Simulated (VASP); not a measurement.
# Sb (R-3m) in VASP: single point with LDA

Aim: the single point of Sb with LDA.

Program: VASP 6.6.1. These are calculated values, not measurements. Logs are shortened: lines on timing, memory, paths and dates and some standing lists are left out, and cuts for length are marked.

## (1) The cell of the first run

It takes space group R-3m (No. 166, trigonal). Conventional cell: a = 3.910 Å, b = 3.910 Å, c = 5.240 Å, α = 90.00°, β = 90.00°, γ = 120.00°. Sb (site symmetry -3m) has 18 Sb at 2.85 to 4.16 Å within 4.2 Å.

## (2) Single point, LDA

INCAR reads:

```
SYSTEM = Sb
PREC = Accurate
ENCUT = 500
EDIFF = 1E-6
ISMEAR = -1
SIGMA = 0.1
LREAL = .FALSE.
LASPH = .TRUE.
NELM = 120
ALGO = Normal
ISIF = 2
LWAVE = .FALSE.
LCHARG = .FALSE.
GGA = CA
NBANDS = 22
GGA_COMPAT = .FALSE.
```

KPOINTS reads:

```
Automatic mesh
0
G
  6 6 6
  0 0 0
```

POSCAR reads:

```
Sb
1.0
    1.9550350971      1.1287400396      3.4936620633
   -1.9550350971      1.1287400396      3.4936620633
    0.0000000000     -2.2574800791      3.4936620633
Sb
2
Direct
    0.2499274548      0.2499274548      0.2499274548
    0.7500725452      0.7500725452      0.7500725452
```

Potentials or basis: VASP PAW LDA potentials, release 64 (Sb_d_GW).

On the command line:

```sh
> cat potpaw_LDA.64/Sb_d_GW/POTCAR > POTCAR
> mpirun -np 1 vasp_std > vasp.out
```

OUTCAR:

```text
SYSTEM = Sb
   PREC = Accurate
   ENCUT = 500
   EDIFF = 1E-6
   ISMEAR = -1
   LREAL = .FALSE.
   LASPH = .TRUE.
   NELM = 120
   ISIF = 2
   GGA = CA

 ion  position               nearest neighbor table
   1  0.250  0.250  0.250-   2 2.85   2 2.85   2 2.85   2 2.86   2 2.86   2 2.86
   2  0.750  0.750  0.750-   1 2.85   1 2.85   1 2.85   1 2.86   1 2.86   1 2.86

  LATTYP: Found a trigonal (rhomboedric) cell.
 ALAT       =     4.1595541733
 COS(alpha) =     0.5581798257

  Lattice vectors:

 A1 = (   1.9550350971,   1.1287400396,   3.4936620633)
 A2 = (  -1.9550350971,   1.1287400396,   3.4936620633)
 A3 = (   0.0000000000,  -2.2574800791,   3.4936620633)

Analysis of symmetry for initial positions (statically):
=====================================================================
 Subroutine PRICEL returns:
 Original cell was already a primitive cell.

 Routine SETGRP: Setting up the symmetry group for a
 trigonal (rhombohedral) supercell.

 Subroutine GETGRP returns: Found 12 space group operations
 (whereof 12 operations were pure point group operations)
 out of a pool of 12 trial point group operations.

The static configuration has the point symmetry D_3d.

Analysis of symmetry for dynamics (positions and initial velocities):
=====================================================================
 Subroutine PRICEL returns:
 Original cell was already a primitive cell.

 Routine SETGRP: Setting up the symmetry group for a
 trigonal (rhombohedral) supercell.

 Subroutine GETGRP returns: Found 12 space group operations
 (whereof 12 operations were pure point group operations)
 out of a pool of 12 trial point group operations.

The dynamic configuration has the point symmetry D_3d.

 Subroutine INISYM returns: Found 12 space group operations
 (whereof 12 operations are pure point group operations),
 and found     1 'primitive' translations

----------------------------------------------------------------------------------------

                                     Primitive cell

  volume of cell :      46.2573

  direct lattice vectors                    reciprocal lattice vectors
     1.955035097  1.128740040  3.493662063     0.255749884  0.147657265  0.095410869
    -1.955035097  1.128740040  3.493662063    -0.255749884  0.147657265  0.095410869
     0.000000000 -2.257480079  3.493662063     0.000000000 -0.295314529  0.095410869

  length of vectors
     4.159554173  4.159554173  4.159554173     0.310344816  0.310344816  0.310344816

  position of ions in fractional coordinates (direct lattice)
     0.249927455  0.249927455  0.249927455
     0.750072545  0.750072545  0.750072545

  ion indices of the primitive-cell ions
   primitive index   ion index
                 1           1
                 2           2

----------------------------------------------------------------------------------------

 KPOINTS: Automatic mesh

Automatic generation of k-mesh.
 Grid dimensions read from file:
 generate k-points for:    6    6    6

 Generating k-lattice:

  Cartesian coordinates                     Fractional coordinates (reciprocal lattice)
     0.042624981  0.024609544  0.015901811     0.166666667  0.000000000  0.000000000
    -0.042624981  0.024609544  0.015901811     0.000000000  0.166666667  0.000000000
     0.000000000 -0.049219088  0.015901811     0.000000000  0.000000000  0.166666667

  Length of vectors
     0.051724136  0.051724136  0.051724136

  Shift w.r.t. Gamma in fractional coordinates (k-lattice)
     0.000000000  0.000000000  0.000000000

 Subroutine IBZKPT returns following result:
 ===========================================

 Found     32 irreducible k-points:

 Following reciprocal coordinates:
            Coordinates               Weight
  0.000000  0.000000  0.000000      1.000000
  0.166667  0.000000  0.000000      6.000000
  0.333333  0.000000  0.000000      6.000000
  0.500000 -0.000000  0.000000      3.000000
  0.166667  0.166667  0.000000      6.000000
  0.333333  0.166667  0.000000     12.000000
[... 16 lines left out ...]
  0.500000  0.500000  0.166667      6.000000
 -0.333333  0.500000  0.166667     12.000000
 [... further k-points ...]
   k-points           NKPTS =     32   k-points in BZ     NKDIM =     32   number of bands    NBANDS=     22
   number of dos      NEDOS =    301   number of ions     NIONS =      2
   total plane-waves  NPLWV =  27000
   dimension x,y,z NGX =    30 NGY =   30 NGZ =   30
   dimension x,y,z NGXF=    60 NGYF=   60 NGZF=   60
   ions per type =               2
   NGX,Y,Z   is equivalent  to a cutoff of  11.99, 11.99, 11.99 a.u.
   NGXF,Y,Z  is equivalent  to a cutoff of  23.98, 23.98, 23.98 a.u.
 SYSTEM =  Sb
   PREC   = accura    normal or accurate (medium, high low for compatibility)
   ISTART =      0    job   : 0-new  1-cont  2-samecut
   ICHARG =      2    charge: 1-file 2-atom 10-const
   ISPIN  =      1    spin polarized calculation?
   LNONCOLLINEAR =      F non collinear calculations
   LSORBIT =      F    spin-orbit coupling
   LASPH  =      T    aspherical Exc in radial PAW
   ENCUT  =  500.0 eV  36.75 Ry    6.06 a.u.   7.58  7.58  7.58*2*pi/ulx,y,z
   NELM   =    120;   NELMIN=  2; NELMDL= -5     # of ELM steps
   EDIFF  = 0.1E-05   stopping-criterion for ELM
   LREAL  =      F    real-space projection
   EDIFFG = 0.1E-04   stopping-criterion for IOM
   NSW    =      0    number of steps for IOM
   IBRION =     -1    ionic relax: 0-MD 1-quasi-New 2-CG
   NFREE  =      0    steps in history (QN), initial steepest desc. (CG)
   ISIF   =      2    stress and relaxation
   ISYM   =      2    0-nonsym 1-usesym 2-fastsym
   POTIM  = 0.5000    time-step for ionic-motion
   TEBEG  =    0.0;   TEEND  =   0.0 temperature during run
   PSTRESS=    0.0 pullay stress
   NELECT =      30.0000    total number of electrons
   NUPDOWN=      -1.0000    fix difference up-down
   EMIN   =  10.00;   EMAX   =-10.00  energy-range for DOS
   EFERMI =   0.00;   METHOD = LEGACY
   ISMEAR =    -1;   SIGMA  =   0.10  broadening in eV -4-tet -1-fermi 0-gaus
   EFERMI_NEDOS =   21; number of points for ismear=-14 and -15
   IALGO  =     38    algorithm
   IMIX   =      4    mixing-type and parameters
     AMIX     =   0.40;   BMIX     =  1.00
     AMIX_MAG =   1.60;   BMIX_MAG =  1.00
  volume/ion in A,a.u.               =      23.13       156.08
  Fermi-wavevector in a.u.,A,eV,Ry     =   1.417060  2.677856 27.321319  2.008060
  Thomas-Fermi vector in A             =   2.538330
   LORBIT       =      0    0 simple, 1 ext, 2 COOP (PROOUT), +10 PAW based schemes
   GGA     = CA    functional components
   LHFCALC =     F    Hartree Fock is set to
   AEXX    =    0.0000 exact exchange contribution
   IVDW    =     0    specifies the selected vdW correction
   LEPSILON=     F    determine dielectric tensor
   LRPA    =     F    only Hartree local field effects (RPA)
 non-spin polarized calculation
  energy-cutoff  :      500.00
  volume of cell :       46.26
 maximum number of plane-waves:      1189
   NGX = 15   NGY = 15   NGZ = 15

 number of electron      29.9999997 magnetization

 Free energy of the ion-electron system (eV)
  ---------------------------------------------------
  ext. energy  EPLUGINS =         0.00000000
  ---------------------------------------------------
  free energy    TOTEN  =        -9.03138077 eV

  energy without entropy =       -8.99750700  energy(sigma->0) =       -9.01444389

 E-fermi :   8.0709     XC(G=0): -11.4716

 val. band max:        8.0108612876   @ k =  -0.3333   0.1667  -0.0000
 cond. band min:       8.2006103251   @ k =   0.3333   0.0000   0.0000
 fundamental gap:      0.1897490375
 Fermi energy:         8.0708679448

 k-point     1 :       0.0000    0.0000    0.0000
  band No.  band energies     occupation
      1     -21.5817      2.00000
      2     -21.5817      2.00000
      3     -21.4104      2.00000
      4     -21.3883      2.00000
      5     -21.3883      2.00000
      6     -21.1698      2.00000
[... 14 lines left out ...]
     21      13.1604      0.00000
     22      14.3133      0.00000

 k-point     2 :       0.1667    0.0000    0.0000
  band No.  band energies     occupation
      1     -21.5467      2.00000
      2     -21.5455      2.00000
      3     -21.3921      2.00000
      4     -21.3741      2.00000
      5     -21.3712      2.00000
      6     -21.1839      2.00000
[... 14 lines left out ...]
     21      13.9630      0.00000
     22      17.2774      0.00000

 k-point     3 :       0.3333    0.0000    0.0000
  band No.  band energies     occupation
      1     -21.4492      2.00000
      2     -21.4457      2.00000
      3     -21.3440      2.00000
      4     -21.3343      2.00000
      5     -21.3263      2.00000
      6     -21.2244      2.00000
[... 14 lines left out ...]
     21      16.1220      0.00000
     22      19.9307      0.00000

 k-point     4 :       0.5000   -0.0000    0.0000
  band No.  band energies     occupation
      1     -21.3133      2.00000
      2     -21.3130      2.00000
      3     -21.3099      2.00000
      4     -21.3084      2.00000
      5     -21.2814      2.00000
      6     -21.2806      2.00000
[... 14 lines left out ...]
     21      19.2518      0.00000
     22      19.2643      0.00000

 k-point     5 :       0.1667    0.1667    0.0000
  band No.  band energies     occupation
      1     -21.5773      2.00000
      2     -21.4976      2.00000
      3     -21.4026      2.00000
      4     -21.3678      2.00000
      5     -21.3552      2.00000
      6     -21.1953      2.00000
[... 417 lines left out ...]
 k-point    22 :      -0.1667    0.3333    0.1667
  band No.  band energies     occupation
      1     -21.5119      2.00000
      2     -21.3764      2.00000
      3     -21.3439      2.00000
      4     -21.3002      2.00000
      5     -21.2939      2.00000
      6     -21.2742      2.00000
[... 14 lines left out ...]
     21      17.9515      0.00000
     22      18.7095      0.00000

 k-point    23 :       0.5000    0.5000    0.1667
  band No.  band energies     occupation
      1     -21.5311      2.00000
      2     -21.4015      2.00000
      3     -21.3865      2.00000
      4     -21.2904      2.00000
      5     -21.2745      2.00000
      6     -21.2656      2.00000
[... 14 lines left out ...]
     21      18.0279      0.00000
     22      19.5522      0.00000

 k-point    24 :      -0.3333    0.5000    0.1667
  band No.  band energies     occupation
      1     -21.5068      2.00000
      2     -21.4302      2.00000
      3     -21.3793      2.00000
      4     -21.3116      2.00000
      5     -21.2730      2.00000
      6     -21.2625      2.00000
[... 14 lines left out ...]
     21      19.8537      0.00000
     22      20.1701      0.00000

 [... further k-points ...]
[... 5 lines left out ...]
  --------------------------------------------------------------------------------------
  -------------------------------------------------------------------------------------
  Total        5.7872713      5.7872713      5.8024793      0.0000000      0.0000000      0.0000000
  in kB      200.4489518    200.4489518    200.9756980      0.0000000      0.0000000      0.0000000
  external PRESSURE =     200.6245339 kB  Pullay stress =       0.0000000 kB

 VOLUME and BASIS-vectors are now :
 -----------------------------------------------------------------------------
  energy-cutoff  :      500.00
  volume of cell :       46.26
      direct lattice vectors                 reciprocal lattice vectors
     1.955035097  1.128740040  3.493662063     0.255749884  0.147657265  0.095410869
    -1.955035097  1.128740040  3.493662063    -0.255749884  0.147657265  0.095410869
     0.000000000 -2.257480079  3.493662063     0.000000000 -0.295314529  0.095410869

 POSITION                                       TOTAL-FORCE (eV/Angst)
 -----------------------------------------------------------------------------------
      0.00000      0.00000      2.61949         0.000000      0.000000      0.001381
      0.00000      0.00000      7.86150         0.000000     -0.000000     -0.001381
 -----------------------------------------------------------------------------------
    total drift:                                0.000000      0.000000     -0.000000

  FREE ENERGIE OF THE ION-ELECTRON SYSTEM (eV)
  ---------------------------------------------------
  free  energy   TOTEN  =        -9.0313807672 eV

  energy  without entropy=       -8.9975070044  energy(sigma->0) =       -9.01444389
```

Wall time 30 s (1 thread of Intel Xeon Platinum 8259CL at 2.50GHz (Skylake/Cascade Lake), shared host); peak memory 0.17 GiB.

What came out:

| Item | Value |
| --- | --- |
| Free energy | -9.0314 eV |
| Pressure | 20.1 GPa |
| Band gap on the k mesh | zero (bands 15 and 16 overlap by 1.68 eV) |

Caveat: the cell stands under pressure; spin-orbit coupling is left out, which moves the levels of the heavy elements.

The gap in the log of VASP goes by the Fermi energy; the results here count the filled bands.